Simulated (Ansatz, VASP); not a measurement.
## One calculation of Pt, two programs

```
Pt
1.0
    -1.70116    1.70130    1.36859
     1.70116   -1.70130    1.36859
     3.39640    3.39668    0.00000
Pt
2
Direct
  0.00000 0.00000 0.00000
  0.50000 0.50000 0.50000
```

Change from the starting cell: atom 2 moved 0.15 Å; relaxed back.

Alike in both runs: functional PBE; k mesh 14 × 14 × 8; occupations gaussian, width 0.15 eV; no spin polarisation.

Ansatz relaxed the structure, and its values are those at the end. VASP's run is a single point on that final structure, the one shown.

```csv
,VASP,Ansatz
version,VASP 6.6.1,Ansatz 0.2.0
potentials or method,"VASP PAW PBE potentials, release 64 (Pt), cutoff 520 eV","scalar-relativistic, plane waves, PAW"
valence electrons in the cell,20,36
```

Ansatz gave:

| Property | Result |
| --- | --- |
| gap on the k mesh at the Fermi level (eV) | none |
| pressure (GPa) | 0.0 |

**Question.** Estimate VASP's values.

**Answer.** gap on the k mesh at the Fermi level (eV): none; pressure (GPa): -0.5.

A gap of «none» marks a metal or a gap that the smearing closes. With one functional, cell and mesh, what is left measures potentials, basis and numerics. VASP's potentials hold 20 valence electrons a cell and Ansatz's 36, so a difference there can come from the potentials and not from the codes.

Spin-orbit coupling is off throughout.
